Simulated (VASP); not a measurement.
Input of a VASP 6.6.1 run:

Contents of INCAR:

```
SYSTEM = MgO
PREC = Accurate
ENCUT = 520
EDIFF = 1E-6
ISMEAR = 0
SIGMA = 0.028000000000000004
LREAL = .FALSE.
LASPH = .TRUE.
NELM = 100
ALGO = Normal
ISIF = 2
LWAVE = .FALSE.
LCHARG = .TRUE.
GGA = PE
LELF = .TRUE.
LVHAR = .TRUE.
NBANDS = 11
```

File KPOINTS:

```
regular mesh
0
G
  11 11 11
  0 0 0
```

The input POSCAR:

```
MgO
1.0
    0.0000000000      2.0970013927      2.0970013927
    2.0970013927      0.0000000000      2.0970013927
    2.0970013927      2.0970013927      0.0000000000
Mg O
1 1
Direct
    0.0000000000      0.0000000000      0.0000000000
    0.5000000000      0.5000000000      0.5000000000
```

Potentials or basis: VASP PAW PBE potentials, release 64 (Mg, O).

Run with:

```sh
$ cat potpaw_PBE.64/Mg/POTCAR potpaw_PBE.64/O/POTCAR > POTCAR
$ mpirun -np 1 vasp_std > vasp.out
```

**Question.** What does it give for the pressure?

**Answer.** 6.2 GPa.

**Question.** What does it give for the band gap on the k mesh?

**Answer.** 4.85 eV, direct.

PBE gaps usually lie below the measured ones, often by a third to a half.
